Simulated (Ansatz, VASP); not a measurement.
# Two plane-wave programs on Hf

POSCAR

```
Hf
1.0
    0.0000000000      2.2200000000      2.2200000000
    2.1978000000      0.0000000000      2.2200000000
    2.1978000000      2.2200000000      0.0000000000
Hf
1
Direct
    0.0000000000      0.0000000000      0.0000000000
```

The input INCAR.step1:

```
PREC = Accurate ; ENCUT = 520
ISMEAR = 0 ; SIGMA = 0.15
LREAL = F ; LASPH = T
NELM = 100 ; NBANDS = 11
GGA = PE ; ALGO = Normal
EDIFF = 1E-4 ; LWAVE = T
LCHARG = F
```

Contents of INCAR.step2:

```
PREC = Accurate ; ENCUT = 520
EDIFF = 1E-7 ; ISMEAR = 0
SIGMA = 0.15 ; LREAL = F
LASPH = T ; NELM = 100
ALGO = Normal ; ISIF = 2
LWAVE = F ; LCHARG = T
METAGGA = R2SCAN ; LMIXTAU = T
LELF = T ; LVHAR = T
NBANDS = 11 ; ISTART = 1
```

File KPOINTS:

```
regular mesh
0
Gamma
  18 18 18
```

Input for Ansatz:

```yaml
crystal:
  lattice:
    - [0.0, 2.22, 2.22]
    - [2.1978, 0.0, 2.22]
    - [2.1978, 2.22, 0.0]
  atoms:
    - { symbol: Hf, position: [0.0, 0.0, 0.0] }
basis:
  ecutwfc: 500
kpoints:
  mp_grid: { grid: [18, 18, 18] }
hamiltonian:
  xc: r2scan
scf:
  occupations: { method: gaussian, width: 0.15 }
output:
  forces: true
  stress: true
  eigenvalues: true
```

Change from the starting cell: strain -0.0100 x Voigt [1, 0, 0, 0, 0, 0], atoms carried along.

Alike in both runs: task single point; functional r2SCAN; k mesh 18 × 18 × 18; occupations gaussian, width 0.15 eV; no spin polarisation.

```csv
,VASP,Ansatz
version,VASP 6.6.1,Ansatz 0.2.0
potentials or method,"VASP PAW PBE potentials, release 64 (Hf_pv), cutoff 520 eV","scalar-relativistic, plane waves, PAW"
valence electrons in the cell,10,26
```

```tsv
	VASP	Ansatz	Ansatz less VASP
gap on the k mesh at the Fermi level (eV)	none	none	-
pressure (GPa)	3.4	3.8	+0.49
traceless stress, the component that is largest in VASP (GPa)	0.39	0.39	-0.003
```

VASP's potentials were made for PBE, not for r2SCAN. A gap of «none» marks a metal or a gap that the smearing closes. VASP's potentials hold 10 valence electrons a cell and Ansatz's 26, so a difference there can come from the potentials and not from the codes.

Neither program's run includes spin-orbit coupling.
